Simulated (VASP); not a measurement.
# BaTa3O2 (P-4m2) in VASP: relaxation of cell and atoms with PBE

Aim: the relaxation of cell and atoms of BaTa3O2 with PBE.

Everything below comes from runs of VASP 6.6.1. Logs are shortened: lines on timing, memory, paths and dates and some standing lists are left out, and cuts for length are marked.

## 1. The cell of the first run

It takes space group P-4m2 (No. 115, tetragonal). Conventional cell: a = 4.593 Å, b = 4.593 Å, c = 5.208 Å, α = 90.00°, β = 90.00°, γ = 90.00°. Within 3.1 Å of Ba (site symmetry -4m2) lie 4 O at 2.35 Å. Within 3.1 Å of Ta (site symmetry -4m2) lie 4 O at 2.35 Å. Ta (site symmetry 2mm) has 1 O at 1.95 Å within 2.6 Å. O (site symmetry 2mm) has 3 Ta at 1.95 to 2.35 Å and 2 Ba at 2.35 Å within 2.6 Å.

The cell was built from a structure type or drawn by symmetry, and may not be a known phase.

## 2. Relaxation of cell and atoms, PBE

The input, INCAR:

```
SYSTEM = BaTa3O2
ALGO = Normal ; EDIFF = 1E-7
EDIFFG = -0.01 ; ENCUT = 600
GGA = PE ; IBRION = 2
ISIF = 3 ; ISMEAR = 0
LASPH = .True. ; LCHARG = .False.
LREAL = .False. ; LWAVE = .False.
NELM = 60 ; NSW = 100
PREC = Accurate ; SIGMA = 0.1
```

The input, KPOINTS:

```
k-points
0
Gamma
  8 8 8
  0 0 0
```

The input, POSCAR:

```
BaTa3O2
1.0
    4.5929632926      0.0000000000      0.0000000000
    0.0000000000      4.5929632926      0.0000000000
    0.0000000000      0.0000000000      5.2080929338
Ba Ta O
1 3 2
Direct
    0.0000000000      0.0000000000      0.0000000000
    0.5000000000      0.5000000000      0.0000000000
    0.0000000000      0.5000000000      0.5272004970
    0.5000000000      0.0000000000      0.4727995030
    0.0000000000      0.5000000000      0.9019625127
    0.5000000000      0.0000000000      0.0980374873
```

Potentials or basis: VASP PAW PBE potentials, release 64 (Ba_sv, Ta_pv, O).

Run with:

```console
cat potpaw_PBE.64/Ba_sv/POTCAR potpaw_PBE.64/Ta_pv/POTCAR potpaw_PBE.64/O/POTCAR > POTCAR
mpirun -np 1 vasp_std > vasp.out
```

OUTCAR:

```text
SYSTEM = BaTa3O2
   EDIFF = 1E-7
   EDIFFG = -0.01
   ENCUT = 600
   GGA = PE
   IBRION = 2
   ISIF = 3
   ISMEAR = 0
   LASPH = .True.
   LREAL = .False.
   NELM = 60
   NSW = 100
   PREC = Accurate

 ion  position               nearest neighbor table
   1  0.000  0.000  0.000-   5 2.35   6 2.35   5 2.35   6 2.35   2 3.25   2 3.25   2 3.25   2 3.25
                             3 3.37   4 3.37   3 3.37   4 3.37   4 3.58   3 3.58   4 3.58   3 3.58
   2  0.500  0.500  0.000-   5 2.35   6 2.35   6 2.35   5 2.35   1 3.25   1 3.25   1 3.25   1 3.25
                             3 3.37   3 3.37   4 3.37   4 3.37   4 3.58   3 3.58   4 3.58   3 3.58
   3  0.000  0.500  0.527-   5 1.95   4 3.26   4 3.26   4 3.26   4 3.26   1 3.37   2 3.37   2 3.37
                             1 3.37   1 3.58   2 3.58   2 3.58   1 3.58
   4  0.500  0.000  0.473-   6 1.95   3 3.26   3 3.26   3 3.26   3 3.26   1 3.37   1 3.37   2 3.37
                             2 3.37   1 3.58   2 3.58   1 3.58   2 3.58
   5  0.000  0.500  0.902-   3 1.95   2 2.35   1 2.35   1 2.35   2 2.35
   6  0.500  0.000  0.098-   4 1.95   2 2.35   1 2.35   2 2.35   1 2.35

  LATTYP: Found a simple tetragonal cell.
 ALAT       =     4.5929632926
 C/A-ratio  =     1.1339287083

  Lattice vectors:

 A1 = (   4.5929632926,   0.0000000000,   0.0000000000)
 A2 = (   0.0000000000,   4.5929632926,   0.0000000000)
 A3 = (   0.0000000000,   0.0000000000,   5.2080929338)

Analysis of symmetry for initial positions (statically):
=====================================================================
 Subroutine PRICEL returns:
 Original cell was already a primitive cell.

 Routine SETGRP: Setting up the symmetry group for a
 simple tetragonal supercell.

 Subroutine GETGRP returns: Found  8 space group operations
 (whereof  8 operations were pure point group operations)
 out of a pool of 16 trial point group operations.

The static configuration has the point symmetry D_2d.

Analysis of symmetry for dynamics (positions and initial velocities):
=====================================================================
 Subroutine PRICEL returns:
 Original cell was already a primitive cell.

 Routine SETGRP: Setting up the symmetry group for a
 simple tetragonal supercell.

 Subroutine GETGRP returns: Found  8 space group operations
 (whereof  8 operations were pure point group operations)
 out of a pool of 16 trial point group operations.

The dynamic configuration has the point symmetry D_2d.

 Subroutine INISYM returns: Found  8 space group operations
[... 115 lines left out ...]
   PSTRESS=    0.0 pullay stress
   NELECT =      55.0000    total number of electrons
   NUPDOWN=      -1.0000    fix difference up-down
   EMIN   =  10.00;   EMAX   =-10.00  energy-range for DOS
   EFERMI =   0.00;   METHOD = LEGACY
   ISMEAR =     0;   SIGMA  =   0.10  broadening in eV -4-tet -1-fermi 0-gaus
   EFERMI_NEDOS =   21; number of points for ismear=-14 and -15
   IALGO  =     38    algorithm
   IMIX   =      4    mixing-type and parameters
     AMIX     =   0.40;   BMIX     =  1.00
     AMIX_MAG =   1.60;   BMIX_MAG =  1.00
  volume/ion in A,a.u.               =      18.31       123.57
  Fermi-wavevector in a.u.,A,eV,Ry     =   1.299893  2.456441 22.990050  1.689721
  Thomas-Fermi vector in A             =   2.431127
   LORBIT       =      0    0 simple, 1 ext, 2 COOP (PROOUT), +10 PAW based schemes
   GGA     = PE    functional components
   LHFCALC =     F    Hartree Fock is set to
   AEXX    =    0.0000 exact exchange contribution
   IVDW    =     0    specifies the selected vdW correction
   LEPSILON=     F    determine dielectric tensor
   LRPA    =     F    only Hartree local field effects (RPA)
 conjugate gradient relaxation of ions
 non-spin polarized calculation
 Gauss-broadening in eV      SIGMA  =   0.10
  energy-cutoff  :      600.00
  volume of cell :      109.87
 maximum number of plane-waves:      3688
 NGX is ok and might be reduce to    40
   NGX = 19   NGY = 19   NGZ = 21

--------------------------------------- Ionic step        1  -------------------------------------------

 number of electron      54.9999996 magnetization

 Free energy of the ion-electron system (eV)
  ---------------------------------------------------
  ext. energy  EPLUGINS =         0.00000000
  ---------------------------------------------------
  free energy    TOTEN  =       -48.41185957 eV

  energy without entropy =      -48.38692718  energy(sigma->0) =      -48.39939338

------------------------ aborting loop because EDIFF is reached ----------------------------------------

  FORCE on cell =-STRESS in cart. coord.  units (eV):
  Direction    XX          YY          ZZ          XY          YZ          ZX
  --------------------------------------------------------------------------------------
  -------------------------------------------------------------------------------------
  Total        1.9049024      1.9049024      0.5887358      0.0000000      0.0000000      0.0000000
  in kB       27.7791291     27.7791291      8.5855149      0.0000000      0.0000000      0.0000000
  external PRESSURE =      21.3812577 kB  Pullay stress =       0.0000000 kB
[... 267 lines left out ...]
--------------------------------------- Ionic step        8  -------------------------------------------

 number of electron      55.0000008 magnetization

 Free energy of the ion-electron system (eV)
  ---------------------------------------------------
  ext. energy  EPLUGINS =         0.00000000
  ---------------------------------------------------
  free energy    TOTEN  =       -48.43219466 eV

  energy without entropy =      -48.40594921  energy(sigma->0) =      -48.41907194

 E-fermi :   4.7515     XC(G=0): -11.1728

 val. band max:        4.7481831140   @ k =   0.5000   0.3750   0.0000
 cond. band min:       4.7517961679   @ k =   0.5000   0.2500   0.3750
 fundamental gap:      0.0036130539
 Fermi energy:         4.7515338601

 k-point     1 :       0.0000    0.0000    0.0000
  band No.  band energies     occupation
      1     -30.9188      2.00000
      2     -30.9060      2.00000
      3     -30.9060      2.00000
      4     -30.8660      2.00000
      5     -30.5944      2.00000
      6     -30.5944      2.00000
[... 853 lines left out ...]
     32       5.7538      0.00000
     33       6.0332      0.00000

 [... further k-points ...]

------------------------ aborting loop because EDIFF is reached ----------------------------------------

  FORCE on cell =-STRESS in cart. coord.  units (eV):
  Direction    XX          YY          ZZ          XY          YZ          ZX
  --------------------------------------------------------------------------------------
  -------------------------------------------------------------------------------------
  Total       -0.0464348     -0.0464348     -0.0593561      0.0000000      0.0000000      0.0000000
  in kB       -0.6674216     -0.6674216     -0.8531447      0.0000000      0.0000000      0.0000000
  external PRESSURE =      -0.7293293 kB  Pullay stress =       0.0000000 kB
[... 21 lines left out ...]
  FREE ENERGIE OF THE ION-ELECTRON SYSTEM (eV)
  ---------------------------------------------------
  free  energy   TOTEN  =       -48.4321946620 eV

  energy  without entropy=      -48.4059492105  energy(sigma->0) =      -48.41907194

 reached required accuracy - stopping structural energy minimisation
```

CONTCAR:

```text
BaTa3O2
   1.00000000000000
     4.6397324705047591    0.0000000000000000    0.0000000000000000
     0.0000000000000000    4.6397324705047591    0.0000000000000000
     0.0000000000000000   -0.0000000000000000    5.1780660486474277
  Ba              Ta              O
     1     3     2
Direct
     0.0000000000000000    0.0000000000000000    0.0000000000000000
     0.5000000000000000    0.5000000000000000    0.0000000000000000
     0.0000000000000000    0.5000000000000000    0.5238801681265518
     0.5000000000000000    1.0000000000000000    0.4761198318734483
     0.0000000000000000    0.5000000000000000    0.8999715162535336
     0.5000000000000000    0.0000000000000000    0.1000284837464664

  0.00000000E+00  0.00000000E+00  0.00000000E+00
  0.00000000E+00  0.00000000E+00  0.00000000E+00
  0.00000000E+00  0.00000000E+00  0.00000000E+00
  0.00000000E+00  0.00000000E+00  0.00000000E+00
  0.00000000E+00  0.00000000E+00  0.00000000E+00
  0.00000000E+00  0.00000000E+00  0.00000000E+00
```

Run time: 14 min. Hardware: 1 thread of Intel Xeon 6975P-C (Granite Rapids), shared host; peak memory 0.47 GiB.

What came out:

- Free energy: -48.4322 eV
- Relaxed volume: 18.58 Å³/atom
- Relaxed cell: a = 4.640 Å, b = 4.640 Å, c = 5.178 Å, α = 90.00°, β = 90.00°, γ = 90.00°
- Space group after relaxing (to 0.1 Å): P-4m2 (No. 115)
- Energy gained by relaxing: 3.4 meV/atom
- Ionic steps: 8
- Pressure after relaxing: -0.1 GPa
- Largest force after relaxing: 0.009 eV/Å
- Band gap on the k mesh: zero (an odd number of electrons rules out a gap without spin polarisation)

Forces on the atoms (eV/Å):
```
Ba   0.000  0.000  0.000
Ta   0.000  0.000  0.000
Ta   0.000  0.000  0.006
Ta   0.000  0.000 -0.006
O    0.000  0.000  0.009
O    0.000  0.000 -0.009
```

The path:
| step | energy change (eV) | largest force (eV/Å) | pressure (GPa) | volume (Å³) |
| --- | --- | --- | --- | --- |
| 1 | 0.0000 | 0.1433 | 2.14 | 109.87 |
| 2 | -0.0021 | 0.2253 | -2.44 | 113.79 |
| 3 | -0.0162 | 0.1674 | -0.31 | 111.87 |
| 4 | -0.0173 | 0.2403 | 0.13 | 111.81 |
| 5 | -0.0185 | 0.1169 | -0.07 | 111.83 |
| 6 | -0.0194 | 0.0783 | -0.07 | 111.72 |
| 7 | -0.0202 | 0.0340 | -0.07 | 111.38 |
| 8 | -0.0203 | 0.0090 | -0.07 | 111.47 |

Final structure:
```
Ba Ta O
1.0
     4.63973    0.00000    0.00000
     0.00000    4.63973    0.00000
     0.00000    0.00000    5.17807
Ba Ta O
1 3 2
Direct
  0.00000 0.00000 0.00000
  0.50000 0.50000 0.00000
  0.00000 0.50000 0.52388
  0.50000 0.00000 0.47612
  0.00000 0.50000 0.89997
  0.50000 0.00000 0.10003
```

Caveat: spin-orbit coupling is left out, which moves the levels of the heavy elements; an odd number of electrons without spin polarisation forces a metal; a magnetic or distorted state may lie lower.
